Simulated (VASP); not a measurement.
Crystal: BiTe.

```
Bi Te
1.0
     0.00000    3.29845    3.29845
     3.29845    0.00000    3.29845
     3.29845    3.29845    0.00000
Bi Te
1 1
Direct
  0.00000 0.00000 0.00000
  0.50000 0.50000 0.50000
```

Program: VASP 6.6.1. Alike in all runs: task single point; cell as given; cutoff (eV) 520.

Problem. Order these runs on this cell by their pressure, lowest first.
A. level LDA; potentials or basis VASP PAW LDA potentials, release 64 (Bi_d, Te); spin off; k mesh 7 × 7 × 7; smearing fermi-dirac 0.05 eV
B. level PBE exchange alone; potentials or basis VASP PAW PBE potentials, release 64 (Bi_d, Te); spin non-collinear, zero start, SOC; k mesh 5 × 5 × 5; smearing fermi-dirac 0.05 eV
C. level PBEsol; potentials or basis VASP PAW PBE potentials, release 64 (Bi_d, Te); spin non-collinear, zero start, SOC; k mesh 5 × 5 × 5; smearing gaussian 0.01 eV

Solution. A (-4.9 GPa), C (-2.1 GPa), B (7.7 GPa).

Caveats: the PAW data sets were made with another functional, which shifts forces and pressure a little (at least some runs); the cell stands under tension (at least some runs); the cell stands under pressure (at least some runs).
